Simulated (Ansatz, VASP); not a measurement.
# La4TaO in VASP and in Ansatz

The input INCAR:

```
SYSTEM = La4TaO
PREC     = Accurate       ! precision mode
ENCUT    = 520            ! plane-wave cutoff, eV
EDIFF    = 1E-7           ! SCF threshold, eV
ISMEAR   = 0              ! smearing method
SIGMA    = 0.1            ! smearing width, eV
LREAL    = .False.        ! projectors in reciprocal space
LASPH    = .True.         ! aspherical terms in the spheres
NELM     = 150            ! most SCF steps
ALGO     = Normal         ! electronic algorithm
ISIF     = 2              ! what is computed and relaxed
LWAVE    = .False.        ! write WAVECAR
LCHARG   = .False.        ! write CHGCAR
ISPIN    = 2              ! spin polarisation
MAGMOM   = 0 0 0 0 1 0    ! initial moments
LORBIT   = 11             ! projections on sites
LMAXMIX  = 6              ! l up to which the mixer works
GGA      = PE             ! functional
NBANDS   = 44             ! bands
```

File KPOINTS:

```
regular mesh
0
Gamma
  4 4 4
  0 0 0
```

Contents of POSCAR:

```
La4TaO
1.0
    0.0000000000      4.1817696300      4.1817696300
    4.1817696300      0.0000000000      4.1817696300
    4.1817696300      4.1817696300      0.0000000000
La Ta O
4 1 1
Direct
    0.6250080000      0.6250080000      0.6250080000
    0.6250080000      0.1249760000      0.6250080000
    0.1249760000      0.6250080000      0.6250080000
    0.6250080000      0.6250080000      0.1249760000
    0.2500000000      0.2500000000      0.2500000000
    0.0000000000      0.0000000000      0.0000000000
```

Input for Ansatz:

```yaml
crystal:
  lattice:
    - [0.0, 4.18176963, 4.18176963]
    - [4.18176963, 0.0, 4.18176963]
    - [4.18176963, 4.18176963, 0.0]
  atoms:
    - { symbol: La, position: [0.625008, 0.625008, 0.625008] }
    - { symbol: La, position: [0.625008, 0.124976, 0.625008] }
    - { symbol: La, position: [0.124976, 0.625008, 0.625008] }
    - { symbol: La, position: [0.625008, 0.625008, 0.124976] }
    - { symbol: Ta, position: [0.25, 0.25, 0.25], spin: 1.0 }
    - { symbol: O, position: [0.0, 0.0, 0.0] }
basis:
  ecutwfc: 420
kpoints:
  mp_grid: { grid: [4, 4, 4] }
hamiltonian:
  xc: pbe
scf:
  occupations: { method: gaussian, width: 0.1 }
  lower_state_search: "off"
output:
  forces: true
  stress: true
  eigenvalues: true
  populations: true
magnetization:
  spin_polarized: true
```

Change from the starting cell: species swapped into the YbNi4Au type (F-43m, No. 216).

Alike in both runs: task single point; functional PBE; k mesh 4 × 4 × 4; occupations gaussian, width 0.1 eV; collinear spin.

```csv
,VASP,Ansatz
version,VASP 6.6.1,Ansatz 0.2.0
potentials or method,"VASP PAW PBE potentials, release 64 (La, Ta_pv, O), cutoff 520 eV","scalar-relativistic, plane waves, PAW"
valence electrons in the cell,61,63
```

```csv
,VASP,Ansatz,Ansatz less VASP
gap on the k mesh at the Fermi level (eV),none,none,-
pressure (GPa),8.1,8.1,+0.03
net moment per atom (μB),0.00,0.00,0.000
```

A gap of «none» marks a metal or a gap that the smearing closes. The functional is the same, so the differences come from potentials, cutoffs and numerics. VASP's potentials hold 61 valence electrons a cell and Ansatz's 63, so a difference there can come from the potentials and not from the codes. Ansatz's warnings: seeded moment not kept.

Neither program's run includes spin-orbit coupling.
